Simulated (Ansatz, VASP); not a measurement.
**One calculation of P, two programs**

```
CELL_PARAMETERS angstrom
1.66824 0.96316 4.67738
-1.66824 0.96316 4.67738
0.00000 -1.92631 4.67738
ATOMIC_POSITIONS crystal
P 0.00000 0.00000 0.00000
P 0.23152 0.23152 0.23152
P 0.76848 0.76848 0.76848
```

Alike in both runs: functional r2SCAN; k mesh 18 × 18 × 18; occupations gaussian, width 0.1 eV; no spin polarisation.

Ansatz relaxed the structure, and its values are those at the end. VASP's run is a single point on that final structure, the one shown.

|  | VASP | Ansatz |
| --- | --- | --- |
| version | VASP 6.6.1 | Ansatz 0.2.0 |
| potentials or method | VASP PAW PBE potentials, release 64 (P), cutoff 520 eV | scalar-relativistic, plane waves, PAW |
| valence electrons in the cell | 15 | 15 |

```tsv
	VASP	Ansatz	Ansatz less VASP
gap on the k mesh at the Fermi level (eV)	none	none	-
pressure (GPa)	-0.5	0.0	+0.42
rms of the force components (eV/Å)	0.013	0.003	-0.0105
```

VASP's potentials were made for PBE, not for r2SCAN. A gap of «none» marks a metal or a gap that the smearing closes. With one functional, cell and mesh, what is left measures potentials, basis and numerics.
